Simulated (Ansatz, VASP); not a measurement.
AlN in VASP and in Ansatz

Contents of INCAR:

```
ALGO = Normal
EDIFF = 1E-6
ENCUT = 520
GGA = CA
ISIF = 2
ISMEAR = 0
LASPH = True
LCHARG = False
LREAL = False
LWAVE = False
NBANDS = 26
NELM = 100
PREC = Accurate
SIGMA = 0.05
```

The input KPOINTS:

```
k-points
0
Gamma
  8 6 4
```

POSCAR

```
AlN
1.0
   -1.6378403119      2.8368226349      0.0000000000
    0.0000000000      0.0000000000      4.1006264518
    4.9135209358      2.8368226349      0.0000000000
Al N
4 4
Direct
    0.4395052592      0.7500000000      0.0960287820
    1.0000000000      0.7500000000      0.6666666667
    0.0000000000      0.2500000000      0.3333333333
    0.5000000000      0.2500000000      0.8333333333
    0.5000000000      0.2500000000      0.1666666667
    1.0000000000      0.2500000000      0.6666666667
    0.0000000000      0.7500000000      0.3333333333
    0.5000000000      0.7500000000      0.8333333333
```

Input for Ansatz:

```yaml
crystal:
  lattice:
    - [-1.6378403119, 2.8368226349, 0.0]
    - [0.0, 0.0, 4.1006264518]
    - [4.9135209358, 2.8368226349, 0.0]
  atoms:
    - { symbol: Al, position: [0.4395052592, 0.75, 0.096028782] }
    - { symbol: Al, position: [1.0, 0.75, 0.6666666667] }
    - { symbol: Al, position: [0.0, 0.25, 0.3333333333] }
    - { symbol: Al, position: [0.5, 0.25, 0.8333333333] }
    - { symbol: "N", position: [0.5, 0.25, 0.1666666667] }
    - { symbol: "N", position: [1.0, 0.25, 0.6666666667] }
    - { symbol: "N", position: [0.0, 0.75, 0.3333333333] }
    - { symbol: "N", position: [0.5, 0.75, 0.8333333333] }
basis:
  ecutwfc: 420
kpoints:
  mp_grid: { grid: [8, 6, 4] }
hamiltonian:
  xc: lda
  pseudopotentials: { kind: paw, azcp: { folder: soft_1 } }
scf:
  occupations: { method: gaussian, width: 0.05 }
output:
  forces: true
  stress: true
  eigenvalues: true
```

Alike in both runs: task single point; functional LDA; k mesh 8 × 6 × 4; occupations gaussian, width 0.05 eV; no spin polarisation.

```csv
,VASP,Ansatz
version,VASP 6.6.1,Ansatz 0.2.0
potentials or method,"VASP PAW LDA potentials, release 64 (Al, N), cutoff 520 eV","scalar-relativistic, plane waves, PAW"
valence electrons in the cell,32,32
```

```tsv
	VASP	Ansatz	Ansatz less VASP
gap on the k mesh at the Fermi level (eV)	2.64	2.64	-0.004
least direct gap on the mesh (eV)	2.64	2.64	-0.004
pressure (GPa)	11.9	11.0	-0.87
traceless stress, the component that is largest in VASP (GPa)	19.41	18.84	-0.569
rms of the force components (eV/Å)	4.451	4.386	-0.0649
```

Ansatz warns that its potentials were made for another functional, while VASP's fit it. LDA's correlation is that of Perdew and Zunger in VASP and of Perdew and Wang (1992) in Ansatz. Atom by atom the forces differ by 0.068 eV/Å (rms over components).
